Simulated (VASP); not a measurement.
Input of a VASP 6.6.1 run:

File INCAR:

```
ALGO     = Normal         # electronic algorithm
EDIFF    = 1E-6           # SCF threshold, eV
ENCUT    = 520            # plane-wave cutoff, eV
GGA      = PE             # functional
ISIF     = 2              # what is computed and relaxed
ISMEAR   = 0              # smearing method
ISPIN    = 2              # spin polarisation
LASPH    = True           # aspherical terms in the spheres
LCHARG   = False          # write CHGCAR
LMAXMIX  = 4              # l up to which the mixer works
LORBIT   = 11             # projections on sites
LREAL    = False          # projectors in reciprocal space
LWAVE    = False          # write WAVECAR
MAGMOM   = 1 0 0 0        # initial moments
NBANDS   = 22             # bands
NELM     = 150            # most SCF steps
PREC     = Accurate       # precision mode
SIGMA    = 0.1            # smearing width, eV
```

File KPOINTS:

```
k-points
0
Gamma
  6 6 6
```

File POSCAR:

```
ScAl3
1.0
   -2.0127949700      2.0127949700      4.4231958400
    2.0127949700     -2.0127949700      4.4231958400
    2.0127949700      2.0127949700     -4.4231958400
Sc Al
1 3
Direct
    0.0000000000      0.0000000000      0.0000000000
    0.7500000000      0.2500000000      0.5000000000
    0.2500000000      0.7500000000      0.5000000000
    0.5000000000      0.5000000000      0.0000000000
```

Potentials or basis: VASP PAW PBE potentials, release 64 (Sc_sv, Al).

The run is started by

```console
$ cat potpaw_PBE.64/Sc_sv/POTCAR potpaw_PBE.64/Al/POTCAR > POTCAR
$ mpirun -np 1 vasp_std > vasp.out
```

Task: Predict the pressure.

Result: -0.4 GPa.

Task: Predict the net moment.

Result: 0.00 μB per cell.

Stress tensor (GPa, compression positive):
```
 0.30  0.00  0.00
 0.00  0.30  0.00
 0.00  0.00 -1.83
```

Caveat: the k points lie up to 0.37 Å⁻¹ apart.
